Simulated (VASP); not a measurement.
# K2Br (I4/mmm) in VASP: further runs

K2Br is run at these levels: PBE; tasks: single point.

Everything below comes from runs of VASP 6.6.1. Logs are shortened: lines on timing, memory, paths and dates and some standing lists are left out, and cuts for length are marked.

**1. The cell of the first run**

The structure is tetragonal, space group I4/mmm (No. 139). Conventional cell: a = 4.152 Å, b = 4.152 Å, c = 15.845 Å, α = 90.00°, β = 90.00°, γ = 90.00°. K (site symmetry 4mm) has 4 Br at 3.53 Å and 5 K at 3.93 to 4.15 Å within 4.6 Å. Within 4.6 Å of Br (site symmetry 4/mmm) lie 8 K at 3.53 Å and 4 Br at 4.15 Å.

**2. Single point, PBE**

INCAR

```
SYSTEM = K2Br
PREC = Accurate
ENCUT = 520
EDIFF = 1E-7
ISMEAR = 0
SIGMA = 0.1
LREAL = .False.
LASPH = .True.
NELM = 100
ALGO = Normal
ISIF = 2
LWAVE = .False.
LCHARG = .True.
GGA = PE
LELF = .True.
LVHAR = .True.
NBANDS = 20
```

KPOINTS

```
regular mesh
0
Gamma
  16 16 16
  0 0 0
```

POSCAR

```
K2Br
1.0
   -2.0757813489      2.0757813489      7.9223932598
    2.0757813489     -2.0757813489      7.9223932598
    2.0757813489      2.0757813489     -7.9223932598
K Br
2 1
Direct
    0.6238844848      0.6238844848      0.0000000000
    0.3761155152      0.3761155152      0.0000000000
    0.0000000000      0.0000000000      0.0000000000
```

Potentials or basis: VASP PAW PBE potentials, release 64 (K_sv, Br).

The run is started by

```
$ cat potpaw_PBE.64/K_sv/POTCAR potpaw_PBE.64/Br/POTCAR > POTCAR
$ mpirun -np 1 vasp_std > vasp.out
```

OUTCAR:

```text
SYSTEM = K2Br
   PREC = Accurate
   ENCUT = 520
   EDIFF = 1E-7
   ISMEAR = 0
   LREAL = .False.
   LASPH = .True.
   NELM = 100
   ISIF = 2
   GGA = PE

 ion  position               nearest neighbor table
   1  0.624  0.624  0.000-
   2  0.376  0.376  0.000-
   3  0.000  0.000  0.000-

  LATTYP: Found a body centered tetragonal cell.
 ALAT       =     4.1515626978
 C/A-ratio  =     3.8165836994

  Lattice vectors:

 A1 = (  -2.0757813489,   2.0757813489,   7.9223932598)
 A2 = (   2.0757813489,  -2.0757813489,   7.9223932598)
 A3 = (   2.0757813489,   2.0757813489,  -7.9223932598)

Analysis of symmetry for initial positions (statically):
=====================================================================
 Subroutine PRICEL returns:
 Original cell was already a primitive cell.

 Routine SETGRP: Setting up the symmetry group for a
 body centered tetragonal supercell.

 Subroutine GETGRP returns: Found 16 space group operations
 (whereof 16 operations were pure point group operations)
 out of a pool of 16 trial point group operations.

The static configuration has the point symmetry D_4h.

Analysis of symmetry for dynamics (positions and initial velocities):
=====================================================================
 Subroutine PRICEL returns:
 Original cell was already a primitive cell.

 Routine SETGRP: Setting up the symmetry group for a
 body centered tetragonal supercell.

 Subroutine GETGRP returns: Found 16 space group operations
 (whereof 16 operations were pure point group operations)
 out of a pool of 16 trial point group operations.

The dynamic configuration has the point symmetry D_4h.

 Subroutine INISYM returns: Found 16 space group operations
 (whereof 16 operations are pure point group operations),
 and found     1 'primitive' translations

----------------------------------------------------------------------------------------

                                     Primitive cell

  volume of cell :     136.5462

  direct lattice vectors                    reciprocal lattice vectors
    -2.075781349  2.075781349  7.922393260     0.000000000  0.240873154  0.063112242
     2.075781349 -2.075781349  7.922393260     0.240873154  0.000000000  0.063112242
     2.075781349  2.075781349 -7.922393260     0.240873154  0.240873154  0.000000000

  length of vectors
     8.448789936  8.448789936  8.448789936     0.249004079  0.249004079  0.340646081

  position of ions in fractional coordinates (direct lattice)
     0.623884485  0.623884485  0.000000000
     0.376115515  0.376115515  0.000000000
     0.000000000  0.000000000  0.000000000

  ion indices of the primitive-cell ions
   primitive index   ion index
                 1           1
                 2           2
                 3           3

----------------------------------------------------------------------------------------

 KPOINTS: regular mesh

Automatic generation of k-mesh.
 Grid dimensions read from file:
 generate k-points for:   16   16   16

 Generating k-lattice:

  Cartesian coordinates                     Fractional coordinates (reciprocal lattice)
     0.000000000  0.015054572  0.003944515     0.062500000  0.000000000  0.000000000
     0.015054572  0.000000000  0.003944515     0.000000000  0.062500000  0.000000000
     0.015054572  0.015054572  0.000000000     0.000000000  0.000000000  0.062500000

  Length of vectors
     0.015562755  0.015562755  0.021290380

  Shift w.r.t. Gamma in fractional coordinates (k-lattice)
     0.000000000  0.000000000  0.000000000

 Subroutine IBZKPT returns following result:
 ===========================================

 Found    349 irreducible k-points:

 Following reciprocal coordinates:
            Coordinates               Weight
  0.000000  0.000000  0.000000      1.000000
  0.062500  0.000000 -0.000000      8.000000
  0.125000  0.000000 -0.000000      8.000000
  0.187500  0.000000 -0.000000      8.000000
  0.250000  0.000000 -0.000000      8.000000
  0.312500  0.000000 -0.000000      8.000000
[... 16 lines left out ...]
 -0.125000  0.062500 -0.000000     16.000000
 -0.062500  0.062500  0.000000      4.000000
 [... further k-points ...]
   k-points           NKPTS =    349   k-points in BZ     NKDIM =    349   number of bands    NBANDS=     20
   number of dos      NEDOS =    301   number of ions     NIONS =      3
   total plane-waves  NPLWV = 262144
   dimension x,y,z NGX =    64 NGY =   64 NGZ =   64
   dimension x,y,z NGXF=   128 NGYF=  128 NGZF=  128
   ions per type =               2   1
   NGX,Y,Z   is equivalent  to a cutoff of  12.59, 12.59, 12.59 a.u.
   NGXF,Y,Z  is equivalent  to a cutoff of  25.19, 25.19, 25.19 a.u.
 SYSTEM =  K2Br
   PREC   = accura    normal or accurate (medium, high low for compatibility)
   ISTART =      0    job   : 0-new  1-cont  2-samecut
   ICHARG =      2    charge: 1-file 2-atom 10-const
   ISPIN  =      1    spin polarized calculation?
   LNONCOLLINEAR =      F non collinear calculations
   LSORBIT =      F    spin-orbit coupling
   LASPH  =      T    aspherical Exc in radial PAW
   ENCUT  =  520.0 eV  38.22 Ry    6.18 a.u.  15.71 15.71 15.71*2*pi/ulx,y,z
   NELM   =    100;   NELMIN=  2; NELMDL= -5     # of ELM steps
   EDIFF  = 0.1E-06   stopping-criterion for ELM
   LREAL  =      F    real-space projection
   EDIFFG = 0.1E-05   stopping-criterion for IOM
   NSW    =      0    number of steps for IOM
   IBRION =     -1    ionic relax: 0-MD 1-quasi-New 2-CG
   NFREE  =      0    steps in history (QN), initial steepest desc. (CG)
   ISIF   =      2    stress and relaxation
   ISYM   =      2    0-nonsym 1-usesym 2-fastsym
   POTIM  = 0.5000    time-step for ionic-motion
   TEBEG  =    0.0;   TEEND  =   0.0 temperature during run
   PSTRESS=    0.0 pullay stress
   NELECT =      25.0000    total number of electrons
   NUPDOWN=      -1.0000    fix difference up-down
   EMIN   =  10.00;   EMAX   =-10.00  energy-range for DOS
   EFERMI =   0.00;   METHOD = LEGACY
   ISMEAR =     0;   SIGMA  =   0.10  broadening in eV -4-tet -1-fermi 0-gaus
   EFERMI_NEDOS =   21; number of points for ismear=-14 and -15
   IALGO  =     38    algorithm
   IMIX   =      4    mixing-type and parameters
     AMIX     =   0.40;   BMIX     =  1.00
     AMIX_MAG =   1.60;   BMIX_MAG =  1.00
  volume/ion in A,a.u.               =      45.52       307.15
  Fermi-wavevector in a.u.,A,eV,Ry     =   0.929598  1.756685 11.757496  0.864152
  Thomas-Fermi vector in A             =   2.055897
   LORBIT       =      0    0 simple, 1 ext, 2 COOP (PROOUT), +10 PAW based schemes
   GGA     = PE    functional components
   LHFCALC =     F    Hartree Fock is set to
   AEXX    =    0.0000 exact exchange contribution
   IVDW    =     0    specifies the selected vdW correction
   LEPSILON=     F    determine dielectric tensor
   LRPA    =     F    only Hartree local field effects (RPA)
 non-spin polarized calculation
 Gauss-broadening in eV      SIGMA  =   0.10
  energy-cutoff  :      520.00
  volume of cell :      136.55
 maximum number of plane-waves:      3701
   NGX = 31   NGY = 31   NGZ = 31

 number of electron      25.0000000 magnetization

 Free energy of the ion-electron system (eV)
  ---------------------------------------------------
  ext. energy  EPLUGINS =         0.00000000
  ---------------------------------------------------
  free energy    TOTEN  =        -6.98274029 eV

  energy without entropy =       -6.97842610  energy(sigma->0) =       -6.98058320

 E-fermi :   1.4184     XC(G=0):  -6.7622

 val. band max:        1.4080372926   @ k =   0.2500   0.1875   0.0625
 cond. band min:       1.4337604999   @ k =  -0.1875  -0.4375   0.0625
 fundamental gap:      0.0257232074
 Fermi energy:         1.4184099483

 k-point     1 :       0.0000    0.0000    0.0000
  band No.  band energies     occupation
      1     -30.8707      2.00000
      2     -30.8626      2.00000
      3     -15.0674      2.00000
      4     -14.3081      2.00000
      5     -14.3081      2.00000
      6     -14.2996      2.00000
[... 12 lines left out ...]
     19       6.7097      0.00000
     20       6.7097      0.00000

 k-point     2 :       0.0625    0.0000   -0.0000
  band No.  band energies     occupation
      1     -30.8704      2.00000
      2     -30.8623      2.00000
      3     -15.0643      2.00000
      4     -14.3222      2.00000
      5     -14.3077      2.00000
      6     -14.3044      2.00000
[... 12 lines left out ...]
     19       6.5985      0.00000
     20       6.7178      0.00000

 k-point     3 :       0.1250    0.0000   -0.0000
  band No.  band energies     occupation
      1     -30.8696      2.00000
      2     -30.8617      2.00000
      3     -15.0560      2.00000
      4     -14.3480      2.00000
      5     -14.3177      2.00000
      6     -14.3065      2.00000
[... 12 lines left out ...]
     19       6.3564      0.00000
     20       6.7062      0.00000

 k-point     4 :       0.1875    0.0000   -0.0000
  band No.  band energies     occupation
      1     -30.8684      2.00000
      2     -30.8607      2.00000
      3     -15.0444      2.00000
      4     -14.3724      2.00000
      5     -14.3373      2.00000
      6     -14.3047      2.00000
[... 12 lines left out ...]
     19       6.1919      0.00000
     20       6.5779      0.00000

 k-point     5 :       0.2500    0.0000   -0.0000
  band No.  band energies     occupation
      1     -30.8670      2.00000
      2     -30.8595      2.00000
      3     -15.0323      2.00000
      4     -14.3897      2.00000
      5     -14.3601      2.00000
      6     -14.3026      2.00000
[... 12 lines left out ...]
     19       6.2476      0.00000
     20       6.3830      0.00000
[... 353 lines left out ...]
      6     -14.3091      2.00000
[... 12 lines left out ...]
     19       6.0355      0.00000
     20       6.3718      0.00000

 k-point    22 :      -0.1875    0.0625    0.0000
  band No.  band energies     occupation
      1     -30.8682      2.00000
      2     -30.8604      2.00000
      3     -15.0402      2.00000
      4     -14.3728      2.00000
      5     -14.3369      2.00000
      6     -14.3115      2.00000
[... 12 lines left out ...]
     19       6.0622      0.00000
     20       6.4802      0.00000

 k-point    23 :      -0.1250    0.0625   -0.0000
  band No.  band energies     occupation
      1     -30.8694      2.00000
      2     -30.8614      2.00000
      3     -15.0525      2.00000
      4     -14.3498      2.00000
      5     -14.3174      2.00000
      6     -14.3131      2.00000
[... 12 lines left out ...]
     19       6.2836      0.00000
     20       6.5594      0.00000

 k-point    24 :      -0.0625    0.0625    0.0000
  band No.  band energies     occupation
      1     -30.8702      2.00000
      2     -30.8621      2.00000
      3     -15.0612      2.00000
      4     -14.3286      2.00000
      5     -14.3121      2.00000
      6     -14.3044      2.00000
[... 12 lines left out ...]
     19       6.5723      0.00000
     20       6.6040      0.00000

 [... further k-points ...]

------------------------ aborting loop because EDIFF is reached ----------------------------------------

  FORCE on cell =-STRESS in cart. coord.  units (eV):
  Direction    XX          YY          ZZ          XY          YZ          ZX
  --------------------------------------------------------------------------------------
  -------------------------------------------------------------------------------------
  Total       -0.0035987     -0.0035987      0.0403879      0.0000000     -0.0000000      0.0000000
  in kB       -0.0422254     -0.0422254      0.4738949      0.0000000     -0.0000000      0.0000000
  external PRESSURE =       0.1298147 kB  Pullay stress =       0.0000000 kB

 VOLUME and BASIS-vectors are now :
 -----------------------------------------------------------------------------
  energy-cutoff  :      520.00
  volume of cell :      136.55
      direct lattice vectors                 reciprocal lattice vectors
    -2.075781349  2.075781349  7.922393260     0.000000000  0.240873154  0.063112242
     2.075781349 -2.075781349  7.922393260     0.240873154  0.000000000  0.063112242
     2.075781349  2.075781349 -7.922393260     0.240873154  0.240873154  0.000000000

 POSITION                                       TOTAL-FORCE (eV/Angst)
 -----------------------------------------------------------------------------------
      0.00000      0.00000      9.88532        -0.000000     -0.000000      0.006251
      0.00000      0.00000      5.95947         0.000000      0.000000     -0.006251
      0.00000      0.00000      0.00000        -0.000000     -0.000000      0.000000
 -----------------------------------------------------------------------------------
    total drift:                               -0.000000      0.000000     -0.000000

  FREE ENERGIE OF THE ION-ELECTRON SYSTEM (eV)
  ---------------------------------------------------
  free  energy   TOTEN  =        -6.9827402884 eV

  energy  without entropy=       -6.9784261021  energy(sigma->0) =       -6.98058320
```

Run time: 23 min. Hardware: 1 thread of Intel Xeon 6975P-C (Granite Rapids), shared host; peak memory 1.2 GiB.

What came out:

* Free energy: -6.9827 eV
* Pressure: 0.0 GPa
* Largest force: 0.006 eV/Å
* Band gap on the k mesh: zero (an odd number of electrons rules out a gap without spin polarisation)

Forces on the atoms (eV/Å):
```
K    0.000  0.000  0.006
K    0.000  0.000 -0.006
Br   0.000  0.000  0.000
```

Caveat: an odd number of electrons without spin polarisation forces a metal; a magnetic or distorted state may lie lower.

(Continued in part 2 of 2.)
